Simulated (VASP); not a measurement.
Hf:

```xyz
2
Lattice="3.1987 0.0000 0.0000 -1.5994 2.7702 0.0000 0.0000 0.0000 5.0505" Properties=species:S:1:pos:R:3 pbc="T T T"
Hf    0.0000    1.8468    1.2626
Hf    1.5994    0.9234    3.7879
```

Program: VASP 6.6.1. Alike in all runs: task single point; level r2SCAN; potentials or basis VASP PAW PBE potentials, release 64 (Hf_pv); no spin polarisation; cell as given; k mesh 11 × 11 × 6; cutoff (eV) 520.

Task: Order these runs on this cell by their pressure, lowest first.
A. smearing gaussian 1 eV
B. smearing fermi-dirac 0.6 eV
C. smearing fermi-dirac 1 eV
D. smearing methfessel-paxton 0.03 eV

Result: D (-0.6 GPa), A (1.1 GPa), B (3.3 GPa), C (8.6 GPa).

Caveats: the PAW data sets were made with another functional, which shifts forces and pressure a little; so wide a smearing shifts energies and pressures (at least some runs); the cell stands under pressure (at least some runs).
